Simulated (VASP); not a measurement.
# Si4Ge (I4/mmm) in VASP: a series of runs

The runs below take Si4Ge through single point, with PBE.

Program: VASP 6.6.1. These are calculated values, not measurements. Logs are shortened: lines on timing, memory, paths and dates and some standing lists are left out, and cuts for length are marked.

### Step 1. The cell of the first run

The structure is tetragonal, space group I4/mmm (No. 139). The conventional cell has a = 2.710 Å, b = 2.710 Å, c = 21.216 Å, α = 90.00°, β = 90.00°, γ = 90.00°. Within 3.6 Å of Si (site symmetry 4mm) lie 12 Si at 2.71 to 2.77 Å. Si (site symmetry 4mm) has 8 Si at 2.71 to 2.75 Å and 4 Ge at 3.02 Å within 3.6 Å. Within 3.6 Å of Ge (site symmetry 4/mmm) lie 4 Ge at 2.71 Å and 8 Si at 3.02 Å.

### Step 2. Single point, PBE

Contents of INCAR:

```
SYSTEM = Si4Ge
PREC     = Accurate       ! precision mode
ENCUT    = 520            ! plane-wave cutoff, eV
EDIFF    = 1E-6           ! SCF threshold, eV
ISMEAR   = 0              ! smearing method
SIGMA    = 0.1            ! smearing width, eV
LREAL    = .False.        ! projectors in reciprocal space
LASPH    = .True.         ! aspherical terms in the spheres
NELM     = 100            ! most SCF steps
ALGO     = Normal         ! electronic algorithm
ISIF     = 2              ! what is computed and relaxed
LWAVE    = .False.        ! write WAVECAR
LCHARG   = .False.        ! write CHGCAR
GGA      = PE             ! functional
NBANDS   = 23             ! bands
```

Contents of KPOINTS:

```
Automatic mesh
0
Gamma
  8 8 8
  0 0 0
```

Contents of POSCAR:

```
Si4Ge
1.0
   -1.3552101540      1.3552101540     10.6079163934
    1.3552101540     -1.3552101540     10.6079163934
    1.3552101540      1.3552101540    -10.6079163934
Si Ge
4 1
Direct
    0.7029639810      0.7029639810      0.0000000000
    0.1097217996      0.1097217996      0.0000000000
    0.8902782004      0.8902782004      0.0000000000
    0.2970360190      0.2970360190      0.0000000000
    0.5000000000      0.5000000000      0.0000000000
```

Potentials or basis: VASP PAW PBE potentials, release 64 (Si, Ge_d).

Launch:

```sh
$ cat potpaw_PBE.64/Si/POTCAR potpaw_PBE.64/Ge_d/POTCAR > POTCAR
$ mpirun -np 1 vasp_std > vasp.out
```

OUTCAR:

```text
SYSTEM = Si4Ge
   PREC = Accurate
   ENCUT = 520
   EDIFF = 1E-6
   ISMEAR = 0
   LREAL = .False.
   LASPH = .True.
   NELM = 100
   ISIF = 2
   GGA = PE

 ion  position               nearest neighbor table
   1  0.703  0.703  0.000-   2 2.75   2 2.75   2 2.75   2 2.75   4 2.77   4 2.77   4 2.77   4 2.77

   2  0.110  0.110  0.000-   1 2.75   1 2.75   1 2.75   1 2.75   5 3.02   5 3.02   5 3.02   5 3.02

   3  0.890  0.890  0.000-   4 2.75   4 2.75   4 2.75   4 2.75   5 3.02   5 3.02   5 3.02   5 3.02

   4  0.297  0.297  0.000-   3 2.75   3 2.75   3 2.75   3 2.75   1 2.77   1 2.77   1 2.77   1 2.77

   5  0.500  0.500  0.000-   2 3.02   2 3.02   2 3.02   3 3.02   2 3.02   3 3.02   3 3.02   3 3.02

  LATTYP: Found a body centered tetragonal cell.
 ALAT       =     2.7104203080
 C/A-ratio  =     7.8275065768

  Lattice vectors:

 A1 = (  -1.3552101540,   1.3552101540,  10.6079163934)
 A2 = (   1.3552101540,  -1.3552101540,  10.6079163934)
 A3 = (   1.3552101540,   1.3552101540, -10.6079163934)

Analysis of symmetry for initial positions (statically):
=====================================================================
 Subroutine PRICEL returns:
 Original cell was already a primitive cell.

 Routine SETGRP: Setting up the symmetry group for a
 body centered tetragonal supercell.

 Subroutine GETGRP returns: Found 16 space group operations
 (whereof 16 operations were pure point group operations)
 out of a pool of 16 trial point group operations.

The static configuration has the point symmetry D_4h.

Analysis of symmetry for dynamics (positions and initial velocities):
=====================================================================
 Subroutine PRICEL returns:
 Original cell was already a primitive cell.

 Routine SETGRP: Setting up the symmetry group for a
 body centered tetragonal supercell.

 Subroutine GETGRP returns: Found 16 space group operations
 (whereof 16 operations were pure point group operations)
 out of a pool of 16 trial point group operations.

The dynamic configuration has the point symmetry D_4h.

 Subroutine INISYM returns: Found 16 space group operations
 (whereof 16 operations are pure point group operations),
 and found     1 'primitive' translations

----------------------------------------------------------------------------------------

                                     Primitive cell

  volume of cell :      77.9298

  direct lattice vectors                    reciprocal lattice vectors
    -1.355210154  1.355210154 10.607916393     0.000000000  0.368946468  0.047134610
     1.355210154 -1.355210154 10.607916393     0.368946468  0.000000000  0.047134610
     1.355210154  1.355210154-10.607916393     0.368946468  0.368946468  0.000000000

  length of vectors
    10.779660446 10.779660446 10.779660446     0.371945114  0.371945114  0.521769099

  position of ions in fractional coordinates (direct lattice)
     0.702963981  0.702963981  0.000000000
     0.109721800  0.109721800  0.000000000
     0.890278200  0.890278200  0.000000000
     0.297036019  0.297036019  0.000000000
     0.500000000  0.500000000  0.000000000

  ion indices of the primitive-cell ions
   primitive index   ion index
                 1           1
                 2           2
                 3           3
                 4           4
                 5           5

----------------------------------------------------------------------------------------

 KPOINTS: Automatic mesh

Automatic generation of k-mesh.
 Grid dimensions read from file:
 generate k-points for:    8    8    8

 Generating k-lattice:

  Cartesian coordinates                     Fractional coordinates (reciprocal lattice)
     0.000000000  0.046118309  0.005891826     0.125000000  0.000000000 -0.000000000
     0.046118309  0.000000000  0.005891826     0.000000000  0.125000000 -0.000000000
     0.046118309  0.046118309  0.000000000     0.000000000  0.000000000  0.125000000

  Length of vectors
     0.046493139  0.046493139  0.065221137

  Shift w.r.t. Gamma in fractional coordinates (k-lattice)
     0.000000000  0.000000000  0.000000000

 Subroutine IBZKPT returns following result:
 ===========================================

 Found     59 irreducible k-points:

 Following reciprocal coordinates:
            Coordinates               Weight
  0.000000  0.000000  0.000000      1.000000
  0.125000  0.000000  0.000000      8.000000
  0.250000  0.000000  0.000000      8.000000
  0.375000 -0.000000  0.000000      8.000000
  0.500000  0.000000  0.000000      4.000000
  0.125000  0.125000  0.000000      8.000000
[... 16 lines left out ...]
  0.250000  0.125000  0.125000     16.000000
  0.375000  0.125000  0.125000      8.000000
 [... further k-points ...]
   k-points           NKPTS =     59   k-points in BZ     NKDIM =     59   number of bands    NBANDS=     23
   number of dos      NEDOS =    301   number of ions     NIONS =      5
   total plane-waves  NPLWV = 512000
   dimension x,y,z NGX =    80 NGY =   80 NGZ =   80
   dimension x,y,z NGXF=   160 NGYF=  160 NGZF=  160
   ions per type =               4   1
   NGX,Y,Z   is equivalent  to a cutoff of  12.34, 12.34, 12.34 a.u.
   NGXF,Y,Z  is equivalent  to a cutoff of  24.68, 24.68, 24.68 a.u.
 SYSTEM =  Si4Ge
   PREC   = accura    normal or accurate (medium, high low for compatibility)
   ISTART =      0    job   : 0-new  1-cont  2-samecut
   ICHARG =      2    charge: 1-file 2-atom 10-const
   ISPIN  =      1    spin polarized calculation?
   LNONCOLLINEAR =      F non collinear calculations
   LSORBIT =      F    spin-orbit coupling
   LASPH  =      T    aspherical Exc in radial PAW
   ENCUT  =  520.0 eV  38.22 Ry    6.18 a.u.  20.04 20.04 20.04*2*pi/ulx,y,z
   NELM   =    100;   NELMIN=  2; NELMDL= -5     # of ELM steps
   EDIFF  = 0.1E-05   stopping-criterion for ELM
   LREAL  =      F    real-space projection
   EDIFFG = 0.1E-04   stopping-criterion for IOM
   NSW    =      0    number of steps for IOM
   IBRION =     -1    ionic relax: 0-MD 1-quasi-New 2-CG
   NFREE  =      0    steps in history (QN), initial steepest desc. (CG)
   ISIF   =      2    stress and relaxation
   ISYM   =      2    0-nonsym 1-usesym 2-fastsym
   POTIM  = 0.5000    time-step for ionic-motion
   TEBEG  =    0.0;   TEEND  =   0.0 temperature during run
   PSTRESS=    0.0 pullay stress
   NELECT =      30.0000    total number of electrons
   NUPDOWN=      -1.0000    fix difference up-down
   EMIN   =  10.00;   EMAX   =-10.00  energy-range for DOS
   EFERMI =   0.00;   METHOD = LEGACY
   ISMEAR =     0;   SIGMA  =   0.10  broadening in eV -4-tet -1-fermi 0-gaus
   EFERMI_NEDOS =   21; number of points for ismear=-14 and -15
   IALGO  =     38    algorithm
   IMIX   =      4    mixing-type and parameters
     AMIX     =   0.40;   BMIX     =  1.00
     AMIX_MAG =   1.60;   BMIX_MAG =  1.00
  volume/ion in A,a.u.               =      15.59       105.18
  Fermi-wavevector in a.u.,A,eV,Ry     =   1.190915  2.250503 19.296853  1.418279
  Thomas-Fermi vector in A             =   2.326989
   LORBIT       =      0    0 simple, 1 ext, 2 COOP (PROOUT), +10 PAW based schemes
   GGA     = PE    functional components
   LHFCALC =     F    Hartree Fock is set to
   AEXX    =    0.0000 exact exchange contribution
   IVDW    =     0    specifies the selected vdW correction
   LEPSILON=     F    determine dielectric tensor
   LRPA    =     F    only Hartree local field effects (RPA)
 non-spin polarized calculation
 Gauss-broadening in eV      SIGMA  =   0.10
  energy-cutoff  :      520.00
  volume of cell :       77.93
 maximum number of plane-waves:      2125
   NGX = 39   NGY = 39   NGZ = 39

 number of electron      29.9999998 magnetization

 Free energy of the ion-electron system (eV)
  ---------------------------------------------------
  ext. energy  EPLUGINS =         0.00000000
  ---------------------------------------------------
  free energy    TOTEN  =       -23.63183179 eV

  energy without entropy =      -23.62345532  energy(sigma->0) =      -23.62764355

 E-fermi :   9.1175     XC(G=0): -11.1624

 val. band max:        9.0685316058   @ k =  -0.2500  -0.2500   0.1250
 cond. band min:       9.1186784056   @ k =  -0.1250   0.1250   0.1250
 fundamental gap:      0.0501467998
 Fermi energy:         9.1174664740

 k-point     1 :       0.0000    0.0000    0.0000
  band No.  band energies     occupation
      1     -15.7262      2.00000
      2     -15.6517      2.00000
      3     -15.5406      2.00000
      4     -15.5406      2.00000
      5     -15.4846      2.00000
      6      -4.9557      2.00000
[... 15 lines left out ...]
     22      16.0991      0.00000
     23      16.1069      0.00000

 k-point     2 :       0.1250    0.0000    0.0000
  band No.  band energies     occupation
      1     -15.7071      2.00000
      2     -15.6394      2.00000
      3     -15.5530      2.00000
      4     -15.5396      2.00000
      5     -15.4940      2.00000
      6      -4.6423      2.00000
[... 15 lines left out ...]
     22      16.1693      0.00000
     23      16.5595      0.00000

 k-point     3 :       0.2500    0.0000    0.0000
  band No.  band energies     occupation
      1     -15.6818      2.00000
      2     -15.5891      2.00000
      3     -15.5826      2.00000
      4     -15.5371      2.00000
      5     -15.5167      2.00000
      6      -3.7051      2.00000
[... 15 lines left out ...]
     22      16.6101      0.00000
     23      16.6938      0.00000
[... 495 lines left out ...]
 k-point    23 :       0.2500    0.1250    0.1250
  band No.  band energies     occupation
      1     -15.6057      2.00000
      2     -15.5859      2.00000
      3     -15.5797      2.00000
      4     -15.5737      2.00000
      5     -15.5033      2.00000
      6      -0.9354      2.00000
[... 15 lines left out ...]
     22      12.6241      0.00000
     23      13.1688      0.00000

 k-point    24 :       0.3750    0.1250    0.1250
  band No.  band energies     occupation
      1     -15.6173      2.00000
      2     -15.5954      2.00000
      3     -15.5799      2.00000
      4     -15.5723      2.00000
      5     -15.4730      2.00000
      6       1.1619      2.00000
[... 15 lines left out ...]
     22      12.4460      0.00000
     23      13.2579      0.00000

 [... further k-points ...]
[... 5 lines left out ...]
  --------------------------------------------------------------------------------------
  -------------------------------------------------------------------------------------
  Total        0.0040350      0.0040350      0.0740491      0.0000000      0.0000000      0.0000000
  in kB        0.0829571      0.0829571      1.5223929      0.0000000      0.0000000      0.0000000
  external PRESSURE =       0.5627690 kB  Pullay stress =       0.0000000 kB

 VOLUME and BASIS-vectors are now :
 -----------------------------------------------------------------------------
  energy-cutoff  :      520.00
  volume of cell :       77.93
      direct lattice vectors                 reciprocal lattice vectors
    -1.355210154  1.355210154 10.607916393     0.000000000  0.368946468  0.047134610
     1.355210154 -1.355210154 10.607916393     0.368946468  0.000000000  0.047134610
     1.355210154  1.355210154-10.607916393     0.368946468  0.368946468  0.000000000

 POSITION                                       TOTAL-FORCE (eV/Angst)
 -----------------------------------------------------------------------------------
      0.00000      0.00000     14.91397        -0.000000     -0.000000     -0.004234
      0.00000      0.00000      2.32784         0.000000      0.000000      0.026262
      0.00000      0.00000     18.88799        -0.000000     -0.000000     -0.026262
      0.00000      0.00000      6.30187         0.000000      0.000000      0.004234
      0.00000      0.00000     10.60792         0.000000      0.000000      0.000000
 -----------------------------------------------------------------------------------
    total drift:                                0.000000      0.000000      0.000000

  FREE ENERGIE OF THE ION-ELECTRON SYSTEM (eV)
  ---------------------------------------------------
  free  energy   TOTEN  =       -23.6318317870 eV

  energy  without entropy=      -23.6234553216  energy(sigma->0) =      -23.62764355
```

It took 12 min on 1 thread of Intel Xeon Platinum 8488C (Sapphire Rapids), shared host; peak memory 0.92 GiB.

Results:

| Property | Result |
| --- | --- |
| Free energy | -23.6318 eV |
| Pressure | 0.1 GPa |
| Largest force | 0.026 eV/Å |
| Band gap on the k mesh | zero (band 15 reaches 13.96 eV, above the bottom of band 16 at 6.57 eV) |

Forces in eV/Å, atoms in the order of the input:
```
Si   0.000  0.000 -0.004
Si   0.000  0.000  0.026
Si   0.000  0.000 -0.026
Si   0.000  0.000  0.004
Ge   0.000  0.000  0.000
```

Caveat: the k points lie up to 0.41 Å⁻¹ apart.

### Step 3. Single point, PBE

This run uses another cell than the first one, of 16.01 Å³/atom, 1.027 times its volume.

Contents of INCAR:

```
PREC = Accurate
ENCUT = 520
EDIFF = 1E-7
ISMEAR = 0
SIGMA = 0.1
LREAL = F
LASPH = T
NELM = 80
ALGO = Normal
ISIF = 2
LWAVE = F
LCHARG = F
GGA = PE
NBANDS = 23
```

Contents of KPOINTS:

```
Automatic mesh
0
Gamma
  8 8 8
```

Contents of POSCAR:

```
Si4Ge
1.0
   -1.4146170700      1.4146170700     10.0028532000
    1.4146170700     -1.4146170700     10.0028532000
    1.4146170700      1.4146170700    -10.0028532000
Si Ge
4 1
Direct
    0.7000000000      0.7000000000      0.0000000000
    0.1000000000      0.1000000000      0.0000000000
    0.9000000000      0.9000000000      0.0000000000
    0.3000000000      0.3000000000      0.0000000000
    0.5000000000      0.5000000000      0.0000000000
```

Potentials or basis: VASP PAW PBE potentials, release 64 (Si, Ge_d).

Launch:

```sh
$ cat potpaw_PBE.64/Si/POTCAR potpaw_PBE.64/Ge_d/POTCAR > POTCAR
$ mpirun -np 1 vasp_std > vasp.out
```

It took 16 min on 1 thread of Intel Xeon Platinum 8488C (Sapphire Rapids), shared host; peak memory 0.86 GiB.

Results (log left out):

```
Free energy            : -23.4051 eV
Pressure               : -1.2 GPa
Largest force          : 0.710 eV/Å
Band gap on the k mesh : zero (band 15 reaches 12.78 eV, above the bottom of band 16 at 6.13 eV)
```

Forces in eV/Å, atoms in the order of the input:
```
Si   0.000  0.000  0.016
Si   0.000  0.000  0.710
Si   0.000  0.000 -0.710
Si   0.000  0.000 -0.016
Ge   0.000  0.000  0.000
```

Stress tensor (GPa, compression positive):
```
-2.29  0.00  0.00
 0.00 -2.29  0.00
 0.00  0.00  1.04
```

Levels at points of the mesh, in eV from the Fermi level:
```csv
k point,band 12,band 13,band 14,band 15,band 16,band 17,band 18,band 19
"(0.00, 0.00, 0.00)",-1.02,3.20,3.20,3.20,3.20,4.87,5.45,5.82
"(0.50, 0.00, 0.00)",-4.77,-4.76,-2.03,-2.00,1.37,1.39,5.13,5.14
"(0.50, 0.50, 0.00)",-3.65,-3.60,-3.51,-3.49,-1.86,-1.74,-0.85,-0.72
"(0.50, 0.50, 0.50)",2.87,2.87,3.01,3.17,4.19,4.19,4.20,4.20
```

Caveat: the k points lie up to 0.39 Å⁻¹ apart.
